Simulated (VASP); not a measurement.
# SiC (Cmm2) in VASP: notebook

SiC is run at these levels: PBE; tasks: single point.

Program: VASP 6.6.1. These are calculated values, not measurements. Logs are shortened: lines on timing, memory, paths and dates and some standing lists are left out, and cuts for length are marked.

## (1) The cell of the first run

Symmetry: Cmm2, No. 35, orthorhombic system. Conventional cell: a = 6.149 Å, b = 6.149 Å, c = 4.348 Å, α = 90.00°, β = 90.00°, γ = 90.00°. Si (site symmetry mm2) has 4 C at 1.82 to 1.95 Å within 2.4 Å. Si (site symmetry 2) has 4 C at 1.88 Å within 2.5 Å. Within 2.5 Å of Si (site symmetry mm2) lie 4 C at 1.88 Å. Within 2.5 Å of C (site symmetry m) lie 4 Si at 1.88 to 1.95 Å. C (site symmetry m) has 4 Si at 1.82 to 1.88 Å within 2.4 Å.

## (2) Single point, PBE (atom 1 (Si) moved +0.120 Å along Cartesian [0 1 0])

Input file INCAR:

```
SYSTEM = SiC
  PREC = Accurate
  ENCUT = 520
  EDIFF = 1E-6
  ISMEAR = 0
  SIGMA = 0.05
  LREAL = .False.
  LASPH = .True.
  NELM = 100
  ALGO = Normal
  ISIF = 2
  LWAVE = .False.
  LCHARG = .False.
  GGA = PE
  NBANDS = 26
```

Input file KPOINTS:

```
Automatic mesh
0
Gamma
  6 6 6
  0 0 0
```

Input file POSCAR:

```
SiC
1.0
    4.3480000000      0.0000000000      0.0000000000
    0.0000000000     -4.3480000000      0.0000000000
    0.0000000000      0.0000000000     -4.3480000000
Si C
4 4
Direct
    0.0000000000      0.4724011040      0.5000000000
    0.5000000000      0.0000000000      0.5000000000
    0.5000000000      0.5000000000      0.0000000000
    0.0000000000      0.0000000000      0.0000000000
    0.7500000000      0.7500000000      0.7500000000
    0.2500000000      0.2500000000      0.7500000000
    0.2500000000      0.7500000000      0.2500000000
    0.7500000000      0.2500000000      0.2500000000
```

Potentials or basis: VASP PAW PBE potentials, release 64 (Si, C).

The run is started by

```
cat potpaw_PBE.64/Si/POTCAR potpaw_PBE.64/C/POTCAR > POTCAR
mpirun -np 1 vasp_std > vasp.out
```

OUTCAR:

```text
SYSTEM = SiC
   PREC = Accurate
   ENCUT = 520
   EDIFF = 1E-6
   ISMEAR = 0
   LREAL = .False.
   LASPH = .True.
   NELM = 100
   ISIF = 2
   GGA = PE

 ion  position               nearest neighbor table
   1  0.000  0.472  0.500-   6 1.82   8 1.82   7 1.95   5 1.95   2 2.99   4 2.99   4 2.99   2 2.99
                             3 3.08   3 3.08   3 3.08   3 3.08
   2  0.500  0.000  0.500-   5 1.88   6 1.88   7 1.88   8 1.88   1 2.99   1 2.99   4 3.07   3 3.07
                             4 3.07   3 3.07   3 3.07   3 3.07   4 3.07   4 3.07
   3  0.500  0.500  0.000-   5 1.88   6 1.88   7 1.88   8 1.88   2 3.07   4 3.07   2 3.07   2 3.07
                             4 3.07   2 3.07   4 3.07   4 3.07   1 3.08   1 3.08   1 3.08   1 3.08
   4  0.000  0.000  0.000-   5 1.88   6 1.88   7 1.88   8 1.88   1 2.99   1 2.99   3 3.07   2 3.07
                             2 3.07   3 3.07   2 3.07   3 3.07   2 3.07   3 3.07
   5  0.750  0.750  0.750-   2 1.88   3 1.88   4 1.88   1 1.95
   6  0.250  0.250  0.750-   1 1.82   2 1.88   3 1.88   4 1.88
   7  0.250  0.750  0.250-   2 1.88   3 1.88   4 1.88   1 1.95
   8  0.750  0.250  0.250-   1 1.82   2 1.88   3 1.88   4 1.88

  LATTYP: Found a simple cubic cell.
 ALAT       =     4.3480000000

  Lattice vectors:

 A1 = (   4.3480000000,   0.0000000000,   0.0000000000)
 A2 = (   0.0000000000,  -4.3480000000,   0.0000000000)
 A3 = (   0.0000000000,   0.0000000000,  -4.3480000000)

Analysis of symmetry for initial positions (statically):
=====================================================================
 Subroutine PRICEL returns:
 Original cell was already a primitive cell.

 Routine SETGRP: Setting up the symmetry group for a
 simple cubic supercell.

 Subroutine GETGRP returns: Found  4 space group operations
 (whereof  2 operations were pure point group operations)
 out of a pool of 48 trial point group operations.

The static configuration has the point symmetry C_2 .
 The point group associated with its full space group is C_2v.

Analysis of symmetry for dynamics (positions and initial velocities):
=====================================================================
 Subroutine PRICEL returns:
 Original cell was already a primitive cell.

 Routine SETGRP: Setting up the symmetry group for a
 simple cubic supercell.

 Subroutine GETGRP returns: Found  4 space group operations
 (whereof  2 operations were pure point group operations)
 out of a pool of 48 trial point group operations.

The dynamic configuration has the point symmetry C_2 .
 The point group associated with its full space group is C_2v.

 Subroutine INISYM returns: Found  4 space group operations
 (whereof  2 operations are pure point group operations),
 and found     1 'primitive' translations

----------------------------------------------------------------------------------------

                                     Primitive cell

  volume of cell :      82.1994

  direct lattice vectors                    reciprocal lattice vectors
     4.348000000  0.000000000  0.000000000     0.229990800  0.000000000  0.000000000
     0.000000000 -4.348000000  0.000000000     0.000000000 -0.229990800  0.000000000
     0.000000000  0.000000000 -4.348000000     0.000000000  0.000000000 -0.229990800

  length of vectors
     4.348000000  4.348000000  4.348000000     0.229990800  0.229990800  0.229990800

  position of ions in fractional coordinates (direct lattice)
     0.000000000  0.472401104  0.500000000
     0.500000000  0.000000000  0.500000000
     0.500000000  0.500000000  0.000000000
     0.000000000  0.000000000  0.000000000
     0.750000000  0.750000000  0.750000000
     0.250000000  0.250000000  0.750000000
     0.250000000  0.750000000  0.250000000
     0.750000000  0.250000000  0.250000000

  ion indices of the primitive-cell ions
   primitive index   ion index
                 1           1
                 2           2
                 3           3
                 4           4
                 5           5
                 6           6
                 7           7
                 8           8

----------------------------------------------------------------------------------------

 KPOINTS: Automatic mesh

Automatic generation of k-mesh.
 Grid dimensions read from file:
 generate k-points for:    6    6    6

 Generating k-lattice:

  Cartesian coordinates                     Fractional coordinates (reciprocal lattice)
     0.038331800  0.000000000  0.000000000     0.166666667  0.000000000  0.000000000
     0.000000000 -0.038331800  0.000000000     0.000000000  0.166666667  0.000000000
     0.000000000  0.000000000 -0.038331800     0.000000000  0.000000000  0.166666667

  Length of vectors
     0.038331800  0.038331800  0.038331800

  Shift w.r.t. Gamma in fractional coordinates (k-lattice)
     0.000000000  0.000000000  0.000000000

 Subroutine IBZKPT returns following result:
 ===========================================

 Found     52 irreducible k-points:

 Following reciprocal coordinates:
            Coordinates               Weight
  0.000000  0.000000  0.000000      1.000000
  0.166667  0.000000  0.000000      4.000000
  0.000000  0.166667  0.000000      2.000000
  0.333333  0.000000  0.000000      4.000000
  0.000000  0.333333  0.000000      2.000000
  0.500000  0.000000  0.000000      2.000000
[... 16 lines left out ...]
  0.333333  0.000000  0.500000      4.000000
  0.500000  0.500000  0.000000      2.000000
 [... further k-points ...]
   k-points           NKPTS =     52   k-points in BZ     NKDIM =     52   number of bands    NBANDS=     26
   number of dos      NEDOS =    301   number of ions     NIONS =      8
   total plane-waves  NPLWV =  32768
   dimension x,y,z NGX =    32 NGY =   32 NGZ =   32
   dimension x,y,z NGXF=    64 NGYF=   64 NGZF=   64
   ions per type =               4   4
   NGX,Y,Z   is equivalent  to a cutoff of  12.24, 12.24, 12.24 a.u.
   NGXF,Y,Z  is equivalent  to a cutoff of  24.47, 24.47, 24.47 a.u.
 SYSTEM =  SiC
   PREC   = accura    normal or accurate (medium, high low for compatibility)
   ISTART =      0    job   : 0-new  1-cont  2-samecut
   ICHARG =      2    charge: 1-file 2-atom 10-const
   ISPIN  =      1    spin polarized calculation?
   LNONCOLLINEAR =      F non collinear calculations
   LSORBIT =      F    spin-orbit coupling
   LASPH  =      T    aspherical Exc in radial PAW
   ENCUT  =  520.0 eV  38.22 Ry    6.18 a.u.   8.08  8.08  8.08*2*pi/ulx,y,z
   NELM   =    100;   NELMIN=  2; NELMDL= -5     # of ELM steps
   EDIFF  = 0.1E-05   stopping-criterion for ELM
   LREAL  =      F    real-space projection
   EDIFFG = 0.1E-04   stopping-criterion for IOM
   NSW    =      0    number of steps for IOM
   IBRION =     -1    ionic relax: 0-MD 1-quasi-New 2-CG
   NFREE  =      0    steps in history (QN), initial steepest desc. (CG)
   ISIF   =      2    stress and relaxation
   ISYM   =      2    0-nonsym 1-usesym 2-fastsym
   POTIM  = 0.5000    time-step for ionic-motion
   TEBEG  =    0.0;   TEEND  =   0.0 temperature during run
   PSTRESS=    0.0 pullay stress
   NELECT =      32.0000    total number of electrons
   NUPDOWN=      -1.0000    fix difference up-down
   EMIN   =  10.00;   EMAX   =-10.00  energy-range for DOS
   EFERMI =   0.00;   METHOD = LEGACY
   ISMEAR =     0;   SIGMA  =   0.05  broadening in eV -4-tet -1-fermi 0-gaus
   EFERMI_NEDOS =   21; number of points for ismear=-14 and -15
   IALGO  =     38    algorithm
   IMIX   =      4    mixing-type and parameters
     AMIX     =   0.40;   BMIX     =  1.00
     AMIX_MAG =   1.60;   BMIX_MAG =  1.00
  volume/ion in A,a.u.               =      10.27        69.34
  Fermi-wavevector in a.u.,A,eV,Ry     =   1.195369  2.258920 19.441458  1.428907
  Thomas-Fermi vector in A             =   2.331336
   LORBIT       =      0    0 simple, 1 ext, 2 COOP (PROOUT), +10 PAW based schemes
   GGA     = PE    functional components
   LHFCALC =     F    Hartree Fock is set to
   AEXX    =    0.0000 exact exchange contribution
   IVDW    =     0    specifies the selected vdW correction
   LEPSILON=     F    determine dielectric tensor
   LRPA    =     F    only Hartree local field effects (RPA)
 non-spin polarized calculation
 Gauss-broadening in eV      SIGMA  =   0.05
  energy-cutoff  :      520.00
  volume of cell :       82.20
 maximum number of plane-waves:      2272
   NGX = 17   NGY = 17   NGZ = 17

 number of electron      32.0000008 magnetization

 Free energy of the ion-electron system (eV)
  ---------------------------------------------------
  ext. energy  EPLUGINS =         0.00000000
  ---------------------------------------------------
  free energy    TOTEN  =       -60.03196082 eV

  energy without entropy =      -60.03196082  energy(sigma->0) =      -60.03196082

 E-fermi :   8.5787     XC(G=0): -11.3863

 val. band max:        8.3464131178   @ k =   0.0000   0.0000   0.0000
 cond. band min:       9.2236896643   @ k =   0.0000   0.0000   0.0000
 fundamental gap:      0.8772765465
 Fermi energy:         8.5787333021

 k-point     1 :       0.0000    0.0000    0.0000
  band No.  band energies     occupation
      1      -7.2946      2.00000
      2      -2.4520      2.00000
      3      -2.2393      2.00000
      4      -2.0222      2.00000
      5       0.3415      2.00000
      6       0.3523      2.00000
[... 18 lines left out ...]
     25      15.5985      0.00000
     26      15.6087      0.00000

 k-point     2 :       0.1667    0.0000    0.0000
  band No.  band energies     occupation
      1      -7.1128      2.00000
      2      -3.1750      2.00000
      3      -2.1841      2.00000
      4      -2.1376      2.00000
      5       0.4899      2.00000
      6       0.5273      2.00000
[... 18 lines left out ...]
     25      16.0568      0.00000
[... 608 lines left out ...]
     25      16.7315      0.00000
     26      16.8890      0.00000

 k-point    24 :       0.5000    0.5000    0.0000
  band No.  band energies     occupation
      1      -4.5454      2.00000
      2      -4.4027      2.00000
      3      -4.0767      2.00000
      4      -3.9380      2.00000
      5       1.9743      2.00000
      6       2.1901      2.00000
[... 18 lines left out ...]
     25      17.1485      0.00000
     26      17.3099      0.00000

 [... further k-points ...]

------------------------ aborting loop because EDIFF is reached ----------------------------------------

  FORCE on cell =-STRESS in cart. coord.  units (eV):
  Direction    XX          YY          ZZ          XY          YZ          ZX
  --------------------------------------------------------------------------------------
  -------------------------------------------------------------------------------------
  Total        2.8724760      2.3904364      2.8724760      0.0000000      0.0000000     -1.0721021
  in kB       55.9884423     46.5928387     55.9884423      0.0000000      0.0000000    -20.8967191
  external PRESSURE =      52.8565745 kB  Pullay stress =       0.0000000 kB

 VOLUME and BASIS-vectors are now :
 -----------------------------------------------------------------------------
  energy-cutoff  :      520.00
  volume of cell :       82.20
      direct lattice vectors                 reciprocal lattice vectors
     4.348000000  0.000000000  0.000000000     0.229990800  0.000000000  0.000000000
     0.000000000 -4.348000000  0.000000000     0.000000000 -0.229990800  0.000000000
     0.000000000  0.000000000 -4.348000000     0.000000000  0.000000000 -0.229990800

 POSITION                                       TOTAL-FORCE (eV/Angst)
 -----------------------------------------------------------------------------------
      0.00000     -2.05400     -2.17400         0.000000     -3.070008      0.000000
      2.17400      0.00000     -2.17400         0.000000      0.651278      0.000000
      2.17400     -2.17400      0.00000         0.000000     -0.544539      0.000000
      0.00000      0.00000      0.00000         0.000000      0.651278      0.000000
      3.26100     -3.26100     -3.26100         0.257391      0.520462      0.257391
      1.08700     -1.08700     -3.26100         0.436464      0.635533     -0.436464
      1.08700     -3.26100     -1.08700        -0.257391      0.520462     -0.257391
      3.26100     -1.08700     -1.08700        -0.436464      0.635533      0.436464
 -----------------------------------------------------------------------------------
    total drift:                                0.000000      0.000073     -0.000000

  FREE ENERGIE OF THE ION-ELECTRON SYSTEM (eV)
  ---------------------------------------------------
  free  energy   TOTEN  =       -60.0319608205 eV

  energy  without entropy=      -60.0319608205  energy(sigma->0) =      -60.03196082
```

Run time: 1.7 min. Hardware: 1 thread of Intel Xeon 8259CL, shared host; peak memory 0.22 GiB.

Results:

```yaml
Free_energy: -60.0320 eV
Pressure: 5.3 GPa
Largest_force: 3.070 eV/Å
Band_gap_on_the_k_mesh: 0.88 eV
```

Forces on the atoms (eV/Å):
```
Si   0.000 -3.070  0.000
Si   0.000  0.651  0.000
Si   0.000 -0.545  0.000
Si   0.000  0.651  0.000
C    0.257  0.520  0.257
C    0.436  0.636 -0.436
C   -0.257  0.520 -0.257
C   -0.436  0.636  0.436
```

Stress tensor (GPa, compression positive):
```
 5.60  0.00 -2.09
 0.00  4.66  0.00
-2.09  0.00  5.60
```

Caveat: the cell differs from its parent crystal (atom 1 (Si) moved +0.120 Å along Cartesian [0 1 0]); forces of over 1 eV/Å act on the atoms, so gaps and moduli don't describe the material at rest.

(Part 1 of 2 ends here.)
